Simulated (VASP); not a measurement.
## In2O3: single point with r2SCAN

Crystal: In2O3.

```
In O
1.0
     2.69883    1.55817    4.75639
    -2.69883    1.55817    4.75639
     0.00000   -3.11634    4.75639
In O
4 6
Cartesian
  0.0000 0.0000 9.1630
  0.0000 0.0000 12.2407
  0.0000 0.0000 5.1061
  0.0000 0.0000 2.0285
  -1.9007 -0.1758 5.9455
  0.7981 1.7339 5.9455
  1.1026 -1.5582 5.9455
  1.9007 0.1758 8.3237
  -1.1026 1.5582 8.3237
  -0.7981 -1.7339 8.3237
```

This cell differs from its parent crystal: strain -2.0%.

```yaml
Program: VASP 6.6.1
Task: single point
Functional: r2SCAN
Potentials_or_basis: VASP PAW PBE potentials, release 64 (In_d, O)
Cutoff: 520 eV
k_mesh: 6 × 6 × 6
Occupations: gaussian, width 0.01 eV
Spin: no spin polarisation
Dipole_correction: no
Further_INCAR_settings: ALGO = Normal; EDIFF = 1e-07; NBANDS = 55
```

```json
{
 "Pressure": "13.8 GPa",
 "Largest force": "0.029 eV/Å",
 "Band gap on the k mesh": "2.21 eV"
}
```

Forces in eV/Å, atoms in the order of the input:
```
In   0.000  0.000 -0.029
In   0.000  0.000  0.029
In   0.000  0.000  0.029
In   0.000  0.000 -0.029
O    0.004  0.006  0.000
O    0.004 -0.006  0.000
O   -0.007  0.000  0.000
O   -0.004 -0.006  0.000
O    0.007  0.000  0.000
O   -0.004  0.006  0.000
```

Stress tensor (GPa, compression positive):
```
14.76  0.00  0.00
 0.00 14.76  0.00
 0.00  0.00 11.96
```

Levels at points of the mesh, in eV from the valence-band top:
```
           k point  band 40  band 41  band 42  band 43  band 44  band 45  band 46  band 47  band 48  band 49
(0.00, 0.00, 0.00)    -0.48    -0.32    -0.32     0.00     0.00     2.21     6.44     7.54     8.31    10.50
(0.50, 0.00, 0.00)    -1.06    -0.75    -0.75    -0.09    -0.09     5.96     5.96     7.01     7.01     9.47
(0.50, 0.50, 0.00)    -0.96    -0.62    -0.34    -0.08    -0.06     6.31     6.52     7.53     7.69     8.38
(0.50, 0.50, 0.50)    -1.22    -0.21    -0.21    -0.21    -0.21     5.35     5.35     8.52     8.52     9.26
```

Wall time 36 min on 1 thread of Intel Xeon 8259CL (shared host), peak memory 0.38 GiB.

Caveat: the cell differs from its parent crystal (strain -2.0%); the cell stands under pressure; the PAW data sets were made with another functional, which shifts forces and pressure a little; spin-orbit coupling is left out, which moves the levels of the heavy elements.
